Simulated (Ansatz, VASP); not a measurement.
## W2C3 in VASP and in Ansatz

The input INCAR:

```
PREC     = Accurate       # precision mode
ENCUT    = 600            # plane-wave cutoff, eV
EDIFF    = 1E-6           # SCF threshold, eV
ISMEAR   = 0              # smearing method
SIGMA    = 0.2            # smearing width, eV
LREAL    = F              # projectors in reciprocal space
LASPH    = T              # aspherical terms in the spheres
NELM     = 100            # most SCF steps
ALGO     = Normal         # electronic algorithm
ISIF     = 3              # what is computed and relaxed
LWAVE    = F              # write WAVECAR
LCHARG   = F              # write CHGCAR
GGA      = PE             # functional
IBRION   = 2              # ionic algorithm
NSW      = 36             # ionic steps
EDIFFG   = -0.08          # ionic threshold
```

Contents of KPOINTS:

```
Automatic mesh
0
Gamma
  4 4 4
```

Contents of POSCAR:

```
W2C3
1.0
    4.1956179100      0.0000000000      0.0000000000
    0.0000000000      4.1956179100      0.0000000000
    0.0000000000      0.0000000000      4.1956179100
W C
2 3
Direct
    0.0000000000      0.0000000000      0.0000000000
    0.5000000000      0.5000000000      0.5000000000
    0.0000000000      0.5000000000      0.5000000000
    0.5000000000      0.0000000000      0.5000000000
    0.5000000000      0.5000000000      0.0000000000
```

Input for Ansatz:

```yaml
crystal:
  lattice:
    - [4.19561791, 0.0, 0.0]
    - [0.0, 4.19561791, 0.0]
    - [0.0, 0.0, 4.19561791]
  atoms:
    - { symbol: W, position: [0.0, 0.0, 0.0] }
    - { symbol: W, position: [0.5, 0.5, 0.5] }
    - { symbol: C, position: [0.0, 0.5, 0.5] }
    - { symbol: C, position: [0.5, 0.0, 0.5] }
    - { symbol: C, position: [0.5, 0.5, 0.0] }
basis:
  ecutwfc: 420
kpoints:
  mp_grid: { grid: [4, 4, 4] }
hamiltonian:
  xc: pbe
scf:
  occupations: { method: gaussian, width: 0.2 }
  lower_state_search: "off"
output:
  forces: true
  stress: true
  eigenvalues: true
relax:
  adjacent_minimum: "off"
  f_tol: 0.08
  max_steps: 16
  cell: { stress_tol: 0.8 }
```

Alike in both runs: task relaxation of cell and atoms; functional PBE; k mesh 4 × 4 × 4; occupations gaussian, width 0.2 eV; no spin polarisation.

```csv
,VASP,Ansatz
version,VASP 6.6.1,Ansatz 0.2.0
potentials or method,"VASP PAW PBE potentials, release 64 (W_sv, C), cutoff 600 eV","scalar-relativistic, plane waves, PAW"
valence electrons in the cell,40,40
```

|  | VASP | Ansatz | Ansatz less VASP |
| --- | --- | --- | --- |
| gap on the k mesh at the Fermi level, each at its own relaxed structure (eV) | none | none | - |
| relaxed volume (Å³/atom) | 12.53 | 12.52 | -0.019 |
| relaxed cell length with the largest relative difference (Å) | 3.972 | 3.970 | -0.0020 |

A gap of «none» marks a metal or a gap that the smearing closes.

The k mesh is coarse, so the values compare programs but aren't converged. Neither program's run includes spin-orbit coupling. Noted on VASP's run: the volume moved by over 15 % at a fixed basis, so the end points are rough.
